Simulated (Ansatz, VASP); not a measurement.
**One calculation of W, two programs**

The input INCAR:

```
  ALGO = Normal
  EDIFF = 1E-7
  EDIFFG = -0.005
  ENCUT = 600
  GGA = PS
  IBRION = 2
  ISIF = 3
  ISMEAR = -1
  LASPH = True
  LCHARG = False
  LREAL = False
  LWAVE = False
  NELM = 100
  NSW = 60
  PREC = Accurate
  SIGMA = 0.1
```

The input KPOINTS:

```
k-points
0
Gamma
  19 19 19
```

Contents of POSCAR:

```
W
1.0
   -1.5784212184      1.5784212184      1.5784212184
    1.5784212184     -1.5784212184      1.5784212184
    1.5784212184      1.5784212184     -1.5784212184
W
1
Direct
    0.0000000000      0.0000000000      0.0000000000
```

Input for Ansatz:

```yaml
crystal:
  lattice:
    - [-1.5784212184, 1.5784212184, 1.5784212184]
    - [1.5784212184, -1.5784212184, 1.5784212184]
    - [1.5784212184, 1.5784212184, -1.5784212184]
  atoms:
    - { symbol: W, position: [0.0, 0.0, 0.0] }
kpoints:
  mp_grid: { grid: [19, 19, 19] }
scf:
  occupations: { method: fermi_dirac, width: 0.1 }
hamiltonian:
  xc: pbesol
  pseudopotentials: { kind: paw }
output:
  forces: true
  stress: true
relax:
  f_tol: 0.005
  max_steps: 40
  cell: {}
```

Alike in both runs: task relaxation of cell and atoms; functional PBEsol; k mesh 19 × 19 × 19; occupations fermi-dirac, width 0.1 eV; no spin polarisation.

```csv
,VASP,Ansatz
version,VASP 6.6.1,Ansatz 0.2.0
potentials or method,"VASP PAW PBE potentials, release 64 (W_sv)","PAW with Ansatz's default frozen-core files, scalar-relativistic"
plane-wave cutoff (eV),600,420
valence electrons in the cell,14,14
```

|  | VASP | Ansatz | Ansatz less VASP |
| --- | --- | --- | --- |
| relaxed volume (Å³/atom) | 15.72 | 15.69 | -0.034 |
| relaxed cell length with the largest relative difference (Å) | 2.733 | 2.731 | -0.0020 |

VASP's potentials were made for PBE, not for PBEsol.

Neither program's run includes spin-orbit coupling.
